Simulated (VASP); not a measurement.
# Ta2Al5 (P-1) in VASP: single point with PBE

Aim: the single point of Ta2Al5 with PBE.

Program: VASP 6.6.1. These are calculated values, not measurements. Logs are shortened: lines on timing, memory, paths and dates and some standing lists are left out, and cuts for length are marked.

## (1) The cell of the first run

The typed cell holds 7 atoms: a = 2.857 Å, b = 6.925 Å, c = 6.850 Å, α = 118.61°, β = 89.97°, γ = 89.93°.

## (2) Single point, PBE

Input file INCAR:

```
ALGO = Fast ; EDIFF = 1E-7
ENCUT = 520 ; GGA = PE
ISIF = 2 ; ISMEAR = 0
LASPH = True ; LCHARG = True
LELF = True ; LREAL = False
LVHAR = True ; LWAVE = False
NBANDS = 28 ; NELM = 60
PREC = Accurate ; SIGMA = 0.2
```

Input file KPOINTS:

```
k-points
0
Gamma
  8 4 4
```

Input file POSCAR:

```
Ta2Al5
1.0
    0.0026618792     -0.0005093544      2.8571006052
    3.5517404588     -5.9451248343      0.0039399922
    3.4797404805      5.8999999682      0.0019006327
Ta Al
2 5
Direct
    0.4989684212      0.7605139470      0.3491243443
    0.5010265668      0.2394845505      0.6508730847
    0.0008376980      0.3509063753      0.0634760795
   -0.0008428544      0.6490950747      0.9365236520
   -0.0007684770      0.9404261132      0.7626895926
    0.0007872863      0.0595720078      0.2373083013
   -0.0000086411      0.5000019316      0.5000049455
```

Potentials or basis: VASP PAW PBE potentials, release 64 (Ta_pv, Al).

Command:

```
> cat potpaw_PBE.64/Ta_pv/POTCAR potpaw_PBE.64/Al/POTCAR > POTCAR
> mpirun -np 1 vasp_std > vasp.out
```

OUTCAR:

```text
EDIFF = 1E-7
   ENCUT = 520
   GGA = PE
   ISIF = 2
   ISMEAR = 0
   LASPH = True
   LREAL = False
   NELM = 60
   PREC = Accurate

 ion  position               nearest neighbor table
   1  0.499  0.761  0.349-   7 2.85   7 2.86   5 2.87   5 2.87   6 2.90   6 2.91   4 2.92   4 2.92
                             3 2.93   3 2.93   2 2.95
   2  0.501  0.239  0.651-   7 2.85   7 2.86   6 2.87   6 2.87   5 2.90   5 2.91   3 2.92   3 2.92
                             4 2.93   4 2.93   1 2.95
   3  0.001  0.351  0.063-   5 2.59   4 2.60   7 2.66   6 2.79   2 2.92   2 2.92   1 2.93   1 2.93

   4  0.999  0.649  0.937-   6 2.59   3 2.60   7 2.66   5 2.79   1 2.92   1 2.92   2 2.93   2 2.93

   5  0.999  0.940  0.763-   3 2.59   7 2.70   4 2.79   1 2.87   1 2.87   2 2.90   2 2.91   6 2.95

   6  0.001  0.060  0.237-   4 2.59   7 2.70   3 2.79   2 2.87   2 2.87   1 2.90   1 2.91   5 2.95

   7  1.000  0.500  0.500-   4 2.66   3 2.66   5 2.70   6 2.70   2 2.85   1 2.85   2 2.86   1 2.86

  LATTYP: Found a triclinic cell.
 ALAT       =     7.4883200687
 B/A-ratio  =     0.9147198630
 C/A-ratio  =     0.3815411019
 COS(alpha) =     0.0005972181
 COS(beta)  =     0.3804315178
 COS(gamma) =     0.4431178521

  Lattice vectors:

 A1 = (   3.5490785796,  -5.9446154799,  -2.8531606130)
 A2 = (  -3.4797404805,  -5.8999999682,  -0.0019006327)
 A3 = (  -0.0026618792,   0.0005093544,  -2.8571006052)

Analysis of symmetry for initial positions (statically):
=====================================================================
 Subroutine PRICEL returns:
 Original cell was already a primitive cell.

 Routine SETGRP: Setting up the symmetry group for a
 triclinic supercell.

 Subroutine GETGRP returns: Found  1 space group operations
 (whereof  1 operations were pure point group operations)
 out of a pool of  2 trial point group operations.

The static configuration has the point symmetry C_1 .

Analysis of symmetry for dynamics (positions and initial velocities):
=====================================================================
 Subroutine PRICEL returns:
 Original cell was already a primitive cell.

 Routine SETGRP: Setting up the symmetry group for a
 triclinic supercell.

 Subroutine GETGRP returns: Found  1 space group operations
 (whereof  1 operations were pure point group operations)
 out of a pool of  2 trial point group operations.

The dynamic configuration has the point symmetry C_1 .

 Subroutine INISYM returns: Found  1 space group operations
 (whereof  1 operations are pure point group operations),
 and found     1 'primitive' translations

----------------------------------------------------------------------------------------

                                     Primitive cell

  volume of cell :     118.9775

  direct lattice vectors                    reciprocal lattice vectors
     0.002661879 -0.000509354  2.857100605    -0.000290353  0.000058495  0.350005457
     3.551740459 -5.945124834  0.003939992     0.141681412 -0.083561740 -0.000146898
     3.479740480  5.899999968  0.001900633     0.142765006  0.085290687 -0.000117805

  length of vectors
     2.857101891  6.925271482  6.849715107     0.350005582  0.164487715  0.166302021

  position of ions in fractional coordinates (direct lattice)
     0.498968421  0.760513947  0.349124344
     0.501026567  0.239484551  0.650873085
     0.000837698  0.350906375  0.063476079
     0.999157146  0.649095075  0.936523652
     0.999231523  0.940426113  0.762689593
     0.000787286  0.059572008  0.237308301
     0.999991359  0.500001932  0.500004946

  ion indices of the primitive-cell ions
   primitive index   ion index
                 1           1
                 2           2
                 3           3
                 4           4
                 5           5
                 6           6
                 7           7

----------------------------------------------------------------------------------------

 KPOINTS: k-points

Automatic generation of k-mesh.
 Grid dimensions read from file:
 generate k-points for:    8    4    4

 Generating k-lattice:

  Cartesian coordinates                     Fractional coordinates (reciprocal lattice)
    -0.000036294  0.000007312  0.043750682     0.125000000  0.000000000  0.000000000
     0.035420353 -0.020890435 -0.000036724     0.000000000  0.250000000 -0.000000000
     0.035691252  0.021322672 -0.000029451     0.000000000  0.000000000  0.250000000

  Length of vectors
     0.043750698  0.041121929  0.041575505

  Shift w.r.t. Gamma in fractional coordinates (k-lattice)
     0.000000000  0.000000000  0.000000000

 Subroutine IBZKPT returns following result:
 ===========================================

 Found     68 irreducible k-points:

 Following reciprocal coordinates:
            Coordinates               Weight
  0.000000  0.000000  0.000000      1.000000
  0.125000  0.000000  0.000000      2.000000
  0.250000  0.000000  0.000000      2.000000
  0.375000  0.000000 -0.000000      2.000000
  0.500000  0.000000  0.000000      1.000000
  0.000000  0.250000  0.000000      2.000000
[... 16 lines left out ...]
  0.500000 -0.000000  0.250000      2.000000
 -0.375000  0.000000  0.250000      2.000000
 [... further k-points ...]
   k-points           NKPTS =     68   k-points in BZ     NKDIM =     68   number of bands    NBANDS=     28
   number of dos      NEDOS =    301   number of ions     NIONS =      7
   total plane-waves  NPLWV =  69984
   dimension x,y,z NGX =    24 NGY =   54 NGZ =   54
   dimension x,y,z NGXF=    48 NGYF=  108 NGZF=  108
   ions per type =               2   5
   NGX,Y,Z   is equivalent  to a cutoff of  13.96, 12.96, 13.11 a.u.
   NGXF,Y,Z  is equivalent  to a cutoff of  27.93, 25.93, 26.21 a.u.
 SYSTEM =  unknown system
   PREC   = accura    normal or accurate (medium, high low for compatibility)
   ISTART =      0    job   : 0-new  1-cont  2-samecut
   ICHARG =      2    charge: 1-file 2-atom 10-const
   ISPIN  =      1    spin polarized calculation?
   LNONCOLLINEAR =      F non collinear calculations
   LSORBIT =      F    spin-orbit coupling
   LASPH  =      T    aspherical Exc in radial PAW
   ENCUT  =  520.0 eV  38.22 Ry    6.18 a.u.   5.31 12.88 12.74*2*pi/ulx,y,z
   NELM   =     60;   NELMIN=  2; NELMDL= -5     # of ELM steps
   EDIFF  = 0.1E-06   stopping-criterion for ELM
   LREAL  =      F    real-space projection
   EDIFFG = 0.1E-05   stopping-criterion for IOM
   NSW    =      0    number of steps for IOM
   IBRION =     -1    ionic relax: 0-MD 1-quasi-New 2-CG
   NFREE  =      0    steps in history (QN), initial steepest desc. (CG)
   ISIF   =      2    stress and relaxation
   ISYM   =      2    0-nonsym 1-usesym 2-fastsym
   POTIM  = 0.5000    time-step for ionic-motion
   TEBEG  =    0.0;   TEEND  =   0.0 temperature during run
   PSTRESS=    0.0 pullay stress
   NELECT =      37.0000    total number of electrons
   NUPDOWN=      -1.0000    fix difference up-down
   EMIN   =  10.00;   EMAX   =-10.00  energy-range for DOS
   EFERMI =   0.00;   METHOD = LEGACY
   ISMEAR =     0;   SIGMA  =   0.20  broadening in eV -4-tet -1-fermi 0-gaus
   EFERMI_NEDOS =   21; number of points for ismear=-14 and -15
   IALGO  =     68    algorithm
   IMIX   =      4    mixing-type and parameters
     AMIX     =   0.40;   BMIX     =  1.00
     AMIX_MAG =   1.60;   BMIX_MAG =  1.00
  volume/ion in A,a.u.               =      17.00       114.70
  Fermi-wavevector in a.u.,A,eV,Ry     =   1.109142  2.095975 16.737834  1.230196
  Thomas-Fermi vector in A             =   2.245678
   LORBIT       =      0    0 simple, 1 ext, 2 COOP (PROOUT), +10 PAW based schemes
   GGA     = PE    functional components
   LHFCALC =     F    Hartree Fock is set to
   AEXX    =    0.0000 exact exchange contribution
   IVDW    =     0    specifies the selected vdW correction
   LEPSILON=     F    determine dielectric tensor
   LRPA    =     F    only Hartree local field effects (RPA)
 non-spin polarized calculation
 RMM-DIIS sequential band-by-band and
 Gauss-broadening in eV      SIGMA  =   0.20
  energy-cutoff  :      520.00
  volume of cell :      118.98
 maximum number of plane-waves:      3224
 NGX is ok and might be reduce to    24
   NGX = 11   NGY = 25   NGZ = 25

 number of electron      36.9999997 magnetization

 Free energy of the ion-electron system (eV)
  ---------------------------------------------------
  ext. energy  EPLUGINS =         0.00000000
  ---------------------------------------------------
  free energy    TOTEN  =       -43.61398042 eV

  energy without entropy =      -43.57180178  energy(sigma->0) =      -43.59289110

 E-fermi :   7.1102     XC(G=0): -10.8859

 val. band max:        7.0995491134   @ k =  -0.3750   0.2500   0.0000
 cond. band min:       7.1209186077   @ k =   0.3750   0.0000   0.2500
 fundamental gap:      0.0213694943
 Fermi energy:         7.1101859767

 k-point     1 :       0.0000    0.0000    0.0000
  band No.  band energies     occupation
      1     -27.3759      2.00000
      2     -27.2845      2.00000
      3     -27.2494      2.00000
      4     -27.0681      2.00000
      5     -26.7318      2.00000
      6     -26.7057      2.00000
[... 20 lines left out ...]
     27      11.5737      0.00000
     28      12.2175      0.00000

 k-point     2 :       0.1250    0.0000    0.0000
  band No.  band energies     occupation
      1     -27.3611      2.00000
      2     -27.2704      2.00000
      3     -27.2356      2.00000
      4     -27.0558      2.00000
      5     -26.8561      2.00000
      6     -26.8274      2.00000
[... 20 lines left out ...]
     27      11.6869      0.00000
     28      11.7990      0.00000

 k-point     3 :       0.2500    0.0000    0.0000
  band No.  band energies     occupation
      1     -27.3252      2.00000
      2     -27.2361      2.00000
      3     -27.2021      2.00000
      4     -27.1471      2.00000
      5     -27.1132      2.00000
      6     -27.0252      2.00000
[... 20 lines left out ...]
     27      11.4977      0.00000
     28      11.5510      0.00000

 k-point     4 :       0.3750    0.0000   -0.0000
  band No.  band energies     occupation
      1     -27.4264      2.00000
      2     -27.3870      2.00000
      3     -27.2889      2.00000
      4     -27.2015      2.00000
      5     -27.1684      2.00000
      6     -26.9952      2.00000
[... 20 lines left out ...]
     27      10.8384      0.00000
     28      10.9136      0.00000

 k-point     5 :       0.5000    0.0000    0.0000
  band No.  band energies     occupation
      1     -27.5388      2.00000
      2     -27.4974      2.00000
      3     -27.2738      2.00000
      4     -27.1871      2.00000
      5     -27.1544      2.00000
      6     -26.9826      2.00000
[... 20 lines left out ...]
     27      10.4479      0.00000
     28      10.8789      0.00000

 k-point     6 :       0.0000    0.2500    0.0000
  band No.  band energies     occupation
      1     -27.3739      2.00000
      2     -27.2859      2.00000
      3     -27.2483      2.00000
      4     -27.0700      2.00000
      5     -26.7317      2.00000
      6     -26.7058      2.00000
[... 463 lines left out ...]
      5     -27.1135      2.00000
      6     -27.0266      2.00000
[... 20 lines left out ...]
     27      10.8809      0.00000
     28      11.7268      0.00000

 k-point    22 :       0.3750    0.0000    0.2500
  band No.  band energies     occupation
      1     -27.4261      2.00000
      2     -27.3873      2.00000
      3     -27.2874      2.00000
      4     -27.2022      2.00000
      5     -27.1680      2.00000
      6     -26.9965      2.00000
[... 20 lines left out ...]
     27      10.5157      0.00000
     28      10.5777      0.00000

 k-point    23 :       0.5000   -0.0000    0.2500
  band No.  band energies     occupation
      1     -27.5385      2.00000
      2     -27.4978      2.00000
      3     -27.2725      2.00000
      4     -27.1877      2.00000
      5     -27.1540      2.00000
      6     -26.9839      2.00000
[... 20 lines left out ...]
     27      10.2959      0.00000
     28      10.7250      0.00000

 k-point    24 :      -0.3750    0.0000    0.2500
  band No.  band energies     occupation
      1     -27.4261      2.00000
      2     -27.3873      2.00000
      3     -27.2874      2.00000
      4     -27.2022      2.00000
      5     -27.1680      2.00000
      6     -26.9965      2.00000
[... 20 lines left out ...]
     27      10.5022      0.00000
     28      10.5942      0.00000

 [... further k-points ...]

------------------------ aborting loop because EDIFF is reached ----------------------------------------

  FORCE on cell =-STRESS in cart. coord.  units (eV):
  Direction    XX          YY          ZZ          XY          YZ          ZX
  --------------------------------------------------------------------------------------
  -------------------------------------------------------------------------------------
  Total       -0.0243099     -0.0057880      0.0324483      0.0145913     -0.0017020     -0.0073936
  in kB       -0.3273632     -0.0779425      0.4369567      0.1964897     -0.0229192     -0.0995635
  external PRESSURE =       0.0105503 kB  Pullay stress =       0.0000000 kB

 VOLUME and BASIS-vectors are now :
 -----------------------------------------------------------------------------
  energy-cutoff  :      520.00
  volume of cell :      118.98
      direct lattice vectors                 reciprocal lattice vectors
     0.002661879 -0.000509354  2.857100605    -0.000290353  0.000058495  0.350005457
     3.551740459 -5.945124834  0.003939992     0.141681412 -0.083561740 -0.000146898
     3.479740480  5.899999968  0.001900633     0.142765006  0.085290687 -0.000117805

 POSITION                                       TOTAL-FORCE (eV/Angst)
 -----------------------------------------------------------------------------------
      3.91734     -2.46177      1.42926         0.005025     -0.003475      0.000422
      3.11679      2.41613      1.43366        -0.004959      0.003576     -0.000332
      1.46721     -1.71167      0.00390        -0.004961      0.006887     -0.000202
      5.56694      1.66603      2.85903         0.004863     -0.006749      0.000193
      5.99677     -1.09159      2.86006         0.003921      0.007436      0.000205
      1.03736      1.04596      0.00294        -0.003667     -0.007554     -0.000318
      3.51843     -0.02305      2.86000        -0.000223     -0.000121      0.000032
 -----------------------------------------------------------------------------------
    total drift:                                0.000011      0.000004     -0.000004

  FREE ENERGIE OF THE ION-ELECTRON SYSTEM (eV)
  ---------------------------------------------------
  free  energy   TOTEN  =       -43.6139804243 eV

  energy  without entropy=      -43.5718017796  energy(sigma->0) =      -43.59289110
```

Run time: 2.1 min. Hardware: 1 thread of Intel Xeon 6975P-C (Granite Rapids), shared host; peak memory 0.37 GiB.

What came out:

| Property | Result |
| --- | --- |
| Free energy | -43.6140 eV |
| Pressure | 0.0 GPa |
| Largest force | 0.008 eV/Å |

Forces in eV/Å, atoms in the order of the input:
```
Ta   0.005 -0.003  0.000
Ta  -0.005  0.004  0.000
Al  -0.005  0.007  0.000
Al   0.005 -0.007  0.000
Al   0.004  0.007  0.000
Al  -0.004 -0.008  0.000
Al   0.000  0.000  0.000
```

Levels at points of the mesh, in eV from the Fermi level:
| k point | band 14 | band 15 | band 16 | band 17 | band 18 | band 19 | band 20 | band 21 | band 22 | band 23 |
| --- | --- | --- | --- | --- | --- | --- | --- | --- | --- | --- |
| (0.00, 0.00, 0.00) | -2.00 | -1.62 | -1.45 | -1.06 | -0.42 | 0.58 | 2.26 | 2.61 | 2.63 | 2.88 |
| (0.50, 0.00, 0.00) | -2.13 | -1.98 | -1.89 | -1.45 | -1.32 | -0.39 | -0.04 | 1.15 | 1.28 | 1.57 |
| (0.00, 0.50, 0.00) | -2.84 | -2.57 | -1.90 | -1.17 | -0.79 | 0.45 | 1.57 | 2.39 | 2.48 | 2.51 |
| (0.50, 0.50, 0.00) | -2.28 | -2.24 | -2.14 | -1.82 | -1.20 | 0.83 | 1.07 | 1.11 | 1.54 | 1.75 |
| (0.00, 0.00, 0.50) | -3.06 | -2.58 | -1.63 | -1.45 | -0.48 | 0.66 | 1.62 | 2.38 | 2.52 | 2.94 |
| (0.50, 0.00, 0.50) | -2.74 | -2.41 | -2.30 | -0.89 | -0.67 | -0.07 | -0.05 | 0.62 | 1.52 | 2.30 |
| (0.00, 0.50, 0.50) | -2.93 | -2.03 | -1.82 | -1.76 | -0.50 | 1.40 | 2.14 | 2.26 | 2.49 | 2.68 |
| (0.50, 0.50, 0.50) | -2.81 | -2.26 | -2.10 | -1.35 | -1.25 | -0.33 | -0.22 | 0.80 | 1.58 | 1.86 |

Caveat: spin-orbit coupling is left out, which moves the levels of the heavy elements.
